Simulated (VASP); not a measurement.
# GaN (F-43m) in VASP: single point with r2SCAN

Aim: the single point of GaN with r2SCAN.

Program: VASP 6.6.1. These are calculated values, not measurements. Logs are shortened: lines on timing, memory, paths and dates and some standing lists are left out, and cuts for length are marked.

**1. The cell of the first run**

The structure is cubic, space group F-43m (No. 216). Conventional cell: a = 4.498 Å, b = 4.498 Å, c = 4.498 Å, α = 90.00°, β = 90.00°, γ = 90.00°. Within 2.6 Å of Ga (site symmetry -43m) lie 4 N at 1.95 Å. N (site symmetry -43m) has 4 Ga at 1.95 Å within 2.6 Å.

**2. Single point, r2SCAN**

POSCAR

```
GaN
1.0
    0.0000000000      2.2490504517      2.2490504517
    2.2490504517      0.0000000000      2.2490504517
    2.2490504517      2.2490504517      0.0000000000
Ga N
1 1
Direct
    0.0000000000      0.0000000000      0.0000000000
    0.7500000000      0.7500000000      0.7500000000
```

INCAR.step1

```
SYSTEM = GaN
PREC = Accurate
ENCUT = 1460
ISMEAR = 0
SIGMA = 0.02
LREAL = .False.
LASPH = .True.
NELM = 120
NBANDS = 16
GGA = PE
ALGO = Normal
EDIFF = 1E-5
LWAVE = .True.
LCHARG = .False.
GGA_COMPAT = .False.
```

INCAR.step2

```
SYSTEM = GaN
PREC = Accurate
ENCUT = 1460
EDIFF = 1E-6
ISMEAR = 0
SIGMA = 0.02
LREAL = .False.
LASPH = .True.
NELM = 120
ALGO = Normal
ISIF = 2
LWAVE = .False.
LCHARG = .False.
METAGGA = R2SCAN
LMIXTAU = .True.
NBANDS = 16
ISTART = 1
GGA_COMPAT = .False.
```

KPOINTS

```
regular mesh
0
Gamma
  10 10 10
  0 0 0
```

Potentials or basis: VASP PAW PBE potentials, release 64 (Ga_d, N_h).

The run is started by

```sh
> cat potpaw_PBE.64/Ga_d/POTCAR potpaw_PBE.64/N_h/POTCAR > POTCAR
> cp INCAR.step1 INCAR
> mpirun -np 1 vasp_std > vasp.out
> cp INCAR.step2 INCAR
> mpirun -np 1 vasp_std > vasp.out
```

OUTCAR:

```text
SYSTEM = GaN
   PREC = Accurate
   ENCUT = 1460
   EDIFF = 1E-6
   ISMEAR = 0
   LREAL = .False.
   LASPH = .True.
   NELM = 120
   ISIF = 2
   METAGGA = R2SCAN
   ISTART = 1

 ion  position               nearest neighbor table
   1  0.000  0.000  0.000-   2 1.95   2 1.95   2 1.95   2 1.95
   2  0.750  0.750  0.750-   1 1.95   1 1.95   1 1.95   1 1.95

  LATTYP: Found a face centered cubic cell.
 ALAT       =     4.4981009034

  Lattice vectors:

 A1 = (   0.0000000000,   2.2490504517,   2.2490504517)
 A2 = (   2.2490504517,   0.0000000000,   2.2490504517)
 A3 = (   2.2490504517,   2.2490504517,   0.0000000000)

Analysis of symmetry for initial positions (statically):
=====================================================================
 Subroutine PRICEL returns:
 Original cell was already a primitive cell.

 Routine SETGRP: Setting up the symmetry group for a
 face centered cubic supercell.

 Subroutine GETGRP returns: Found 24 space group operations
 (whereof 24 operations were pure point group operations)
 out of a pool of 48 trial point group operations.

The static configuration has the point symmetry T_d .

Analysis of symmetry for dynamics (positions and initial velocities):
=====================================================================
 Subroutine PRICEL returns:
 Original cell was already a primitive cell.

 Routine SETGRP: Setting up the symmetry group for a
 face centered cubic supercell.

 Subroutine GETGRP returns: Found 24 space group operations
 (whereof 24 operations were pure point group operations)
 out of a pool of 48 trial point group operations.

The dynamic configuration has the point symmetry T_d .

 Subroutine INISYM returns: Found 24 space group operations
 (whereof 24 operations are pure point group operations),
 and found     1 'primitive' translations

----------------------------------------------------------------------------------------

                                     Primitive cell

  volume of cell :      22.7524

  direct lattice vectors                    reciprocal lattice vectors
     0.000000000  2.249050452  2.249050452    -0.222316044  0.222316044  0.222316044
     2.249050452  0.000000000  2.249050452     0.222316044 -0.222316044  0.222316044
     2.249050452  2.249050452  0.000000000     0.222316044  0.222316044 -0.222316044

  length of vectors
     3.180637651  3.180637651  3.180637651     0.385062684  0.385062684  0.385062684

  position of ions in fractional coordinates (direct lattice)
     0.000000000  0.000000000  0.000000000
     0.750000000  0.750000000  0.750000000

  ion indices of the primitive-cell ions
   primitive index   ion index
                 1           1
                 2           2

----------------------------------------------------------------------------------------

 KPOINTS: regular mesh

Automatic generation of k-mesh.
 Grid dimensions read from file:
 generate k-points for:   10   10   10

 Generating k-lattice:

  Cartesian coordinates                     Fractional coordinates (reciprocal lattice)
    -0.022231604  0.022231604  0.022231604     0.100000000  0.000000000  0.000000000
     0.022231604 -0.022231604  0.022231604     0.000000000  0.100000000  0.000000000
     0.022231604  0.022231604 -0.022231604     0.000000000  0.000000000  0.100000000

  Length of vectors
     0.038506268  0.038506268  0.038506268

  Shift w.r.t. Gamma in fractional coordinates (k-lattice)
     0.000000000  0.000000000  0.000000000

 Subroutine IBZKPT returns following result:
 ===========================================

 Found     47 irreducible k-points:

 Following reciprocal coordinates:
            Coordinates               Weight
  0.000000  0.000000  0.000000      1.000000
  0.100000  0.000000  0.000000      8.000000
  0.200000  0.000000  0.000000      8.000000
  0.300000  0.000000  0.000000      8.000000
  0.400000  0.000000  0.000000      8.000000
  0.500000  0.000000  0.000000      4.000000
[... 16 lines left out ...]
  0.300000  0.300000  0.000000      6.000000
  0.400000  0.300000  0.000000     24.000000
 [... further k-points ...]
   k-points           NKPTS =     47   k-points in BZ     NKDIM =     47   number of bands    NBANDS=     16
   number of dos      NEDOS =    301   number of ions     NIONS =      2
   total plane-waves  NPLWV =  64000
   dimension x,y,z NGX =    40 NGY =   40 NGZ =   40
   dimension x,y,z NGXF=    80 NGYF=   80 NGZF=   80
   ions per type =               1   1
   NGX,Y,Z   is equivalent  to a cutoff of  20.91, 20.91, 20.91 a.u.
   NGXF,Y,Z  is equivalent  to a cutoff of  41.81, 41.81, 41.81 a.u.
 SYSTEM =  GaN
   PREC   = accura    normal or accurate (medium, high low for compatibility)
   ISTART =      1    job   : 0-new  1-cont  2-samecut
   ICHARG =      0    charge: 1-file 2-atom 10-const
   ISPIN  =      1    spin polarized calculation?
   LNONCOLLINEAR =      F non collinear calculations
   LSORBIT =      F    spin-orbit coupling
   LASPH  =      T    aspherical Exc in radial PAW
   ENCUT  = 1460.0 eV 107.31 Ry   10.36 a.u.   9.91  9.91  9.91*2*pi/ulx,y,z
   NELM   =    120;   NELMIN=  2; NELMDL=  0     # of ELM steps
   EDIFF  = 0.1E-05   stopping-criterion for ELM
   LREAL  =      F    real-space projection
   EDIFFG = 0.1E-04   stopping-criterion for IOM
   NSW    =      0    number of steps for IOM
   IBRION =     -1    ionic relax: 0-MD 1-quasi-New 2-CG
   NFREE  =      0    steps in history (QN), initial steepest desc. (CG)
   ISIF   =      2    stress and relaxation
   ISYM   =      2    0-nonsym 1-usesym 2-fastsym
   POTIM  = 0.5000    time-step for ionic-motion
   TEBEG  =    0.0;   TEEND  =   0.0 temperature during run
   PSTRESS=    0.0 pullay stress
   NELECT =      18.0000    total number of electrons
   NUPDOWN=      -1.0000    fix difference up-down
   EMIN   =  10.00;   EMAX   =-10.00  energy-range for DOS
   EFERMI =   0.00;   METHOD = LEGACY
   ISMEAR =     0;   SIGMA  =   0.02  broadening in eV -4-tet -1-fermi 0-gaus
   EFERMI_NEDOS =   21; number of points for ismear=-14 and -15
   IALGO  =     38    algorithm
   IMIX   =      4    mixing-type and parameters
     AMIX     =   0.40;   BMIX     =  1.00
     AMIX_MAG =   1.60;   BMIX_MAG =  1.00
  volume/ion in A,a.u.               =      11.38        76.77
  Fermi-wavevector in a.u.,A,eV,Ry     =   1.514107  2.861247 31.191614  2.292519
  Thomas-Fermi vector in A             =   2.623808
   LORBIT       =      0    0 simple, 1 ext, 2 COOP (PROOUT), +10 PAW based schemes
   METAGGA = R2SCAN    functional components
   LHFCALC =     F    Hartree Fock is set to
   AEXX    =    0.0000 exact exchange contribution
   IVDW    =     0    specifies the selected vdW correction
   LEPSILON=     F    determine dielectric tensor
   LRPA    =     F    only Hartree local field effects (RPA)
 non-spin polarized calculation
 Gauss-broadening in eV      SIGMA  =   0.02
  energy-cutoff  :     1460.00
  volume of cell :       22.75
 maximum number of plane-waves:      2900
   NGX = 19   NGY = 19   NGZ = 19

 number of electron      17.9999999 magnetization

 Free energy of the ion-electron system (eV)
  ---------------------------------------------------
  ext. energy  EPLUGINS =         0.00000000
  ---------------------------------------------------
  free energy    TOTEN  =       -21.90021819 eV

  energy without entropy =      -21.90021819  energy(sigma->0) =      -21.90021819

 E-fermi :   5.5423     XC(G=0): -12.6609

 val. band max:        5.3771302130   @ k =   0.0000   0.0000   0.0000
 cond. band min:       7.5355761961   @ k =   0.0000   0.0000   0.0000
 fundamental gap:      2.1584459832
 Fermi energy:         5.5423014250

 k-point     1 :       0.0000    0.0000    0.0000
  band No.  band energies     occupation
      1     -11.4050      2.00000
      2      -8.4575      2.00000
      3      -8.4575      2.00000
      4      -8.4575      2.00000
      5      -8.1001      2.00000
      6      -8.1001      2.00000
[... 8 lines left out ...]
     15      25.1540      0.00000
     16      25.1540      0.00000

 k-point     2 :       0.1000    0.0000    0.0000
  band No.  band energies     occupation
      1     -11.2932      2.00000
      2      -8.4431      2.00000
      3      -8.4430      2.00000
      4      -8.4174      2.00000
      5      -8.1013      2.00000
      6      -8.1013      2.00000
[... 8 lines left out ...]
     15      23.7303      0.00000
     16      23.8446      0.00000

 k-point     3 :       0.2000    0.0000    0.0000
  band No.  band energies     occupation
      1     -11.0067      2.00000
      2      -8.4091      2.00000
      3      -8.4091      2.00000
      4      -8.2562      2.00000
      5      -8.1001      2.00000
      6      -8.1001      2.00000
[... 8 lines left out ...]
     15      22.9399      0.00000
     16      22.9399      0.00000

 k-point     4 :       0.3000    0.0000    0.0000
  band No.  band energies     occupation
      1     -10.6851      2.00000
      2      -8.3776      2.00000
      3      -8.3775      2.00000
      4      -8.0870      2.00000
      5      -8.0870      2.00000
      6      -7.8796      2.00000
[... 8 lines left out ...]
     15      23.4983      0.00000
     16      23.4983      0.00000
[... 324 lines left out ...]
 k-point    22 :      -0.2000    0.2000    0.0000
  band No.  band energies     occupation
      1     -10.5855      2.00000
      2      -8.3568      2.00000
      3      -8.3468      2.00000
      4      -8.1224      2.00000
      5      -8.1167      2.00000
      6      -7.7093      2.00000
[... 8 lines left out ...]
     15      23.7693      0.00000
     16      27.0142      0.00000

 k-point    23 :       0.3000    0.3000    0.0000
  band No.  band energies     occupation
      1     -10.4881      2.00000
      2      -8.2828      2.00000
      3      -8.2560      2.00000
      4      -8.2560      2.00000
      5      -8.0474      2.00000
      6      -7.7029      2.00000
[... 8 lines left out ...]
     15      28.2526      0.00000
     16      28.9919      0.00000

 k-point    24 :       0.4000    0.3000    0.0000
  band No.  band energies     occupation
      1     -10.3423      2.00000
      2      -8.3021      2.00000
      3      -8.2182      2.00000
      4      -8.2149      2.00000
      5      -8.0374      2.00000
      6      -7.2824      2.00000
[... 8 lines left out ...]
     15      28.7496      0.00000
     16      28.8357      0.00000

 [... further k-points ...]

------------------------ aborting loop because EDIFF is reached ----------------------------------------

  FORCE on cell =-STRESS in cart. coord.  units (eV):
  Direction    XX          YY          ZZ          XY          YZ          ZX
  --------------------------------------------------------------------------------------
  -------------------------------------------------------------------------------------
  Total        0.1552056      0.1552056      0.1552056      0.0000000      0.0000000      0.0000000
  in kB       10.9292504     10.9292504     10.9292504      0.0000000      0.0000000      0.0000000
  external PRESSURE =      10.9292504 kB  Pullay stress =       0.0000000 kB

 VOLUME and BASIS-vectors are now :
 -----------------------------------------------------------------------------
  energy-cutoff  :     1460.00
  volume of cell :       22.75
      direct lattice vectors                 reciprocal lattice vectors
     0.000000000  2.249050452  2.249050452    -0.222316044  0.222316044  0.222316044
     2.249050452  0.000000000  2.249050452     0.222316044 -0.222316044  0.222316044
     2.249050452  2.249050452  0.000000000     0.222316044  0.222316044 -0.222316044

 POSITION                                       TOTAL-FORCE (eV/Angst)
 -----------------------------------------------------------------------------------
      0.00000      0.00000      0.00000        -0.000000     -0.000000     -0.000000
      3.37358      3.37358      3.37358         0.000000      0.000000      0.000000
 -----------------------------------------------------------------------------------
    total drift:                                0.000000      0.000000      0.000000

  FREE ENERGIE OF THE ION-ELECTRON SYSTEM (eV)
  ---------------------------------------------------
  free  energy   TOTEN  =       -21.9002181944 eV

  energy  without entropy=      -21.9002181944  energy(sigma->0) =      -21.90021819
```

It took 2.8 min on 1 thread of Intel Xeon Platinum 8375C at 2.90GHz (Ice Lake), shared host; peak memory 0.32 GiB.

What came out:

```
Free energy            : -21.9002 eV
Pressure               : 1.1 GPa
Band gap on the k mesh : 2.16 eV
```

Caveat: the PAW data sets were made with another functional, which shifts forces and pressure a little.
